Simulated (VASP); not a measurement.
Runs of VASP 6.6.1 on Zn. The structure is that of space group Fm-3m (No. 225), or close to it. The cells are those of the table. 

| task | cell | k mesh | cutoff (eV) | gap on the mesh (eV) | pressure (GPa) |
| --- | --- | --- | --- | --- | --- |
| relaxation of cell and atoms | relaxed to 54 GPa from a = 2.488 Å, angles 60.0°, 1 atom | 19 × 19 × 19 | 600 | none | 54.1 |
| single point | a = 2.488 Å, angles 60.0°, 1 atom | 19 × 19 × 19 | 520 | none | 55.1 |
| single point | a = 2.779 Å, angles 60.0°, 1 atom | 17 × 17 × 17 | 520 | none | (a) |
| relaxation of cell and atoms | relaxed from a = 2.778 Å, angles 60.0°, 1 atom | 17 × 17 × 17 | 600 | none | 0.0 |

Alike in all rows: level PBE; potentials or basis VASP PAW PBE potentials, release 64 (Zn); no spin polarisation; smearing fermi-dirac 0.05 eV.

Fill in the values left out.

(a) 0.4.

Caveats: the cell is relaxed towards a set pressure, so the enthalpy falls and the energy may rise (some runs).

A gap of «none» marks levels without a gap at the run's occupations.
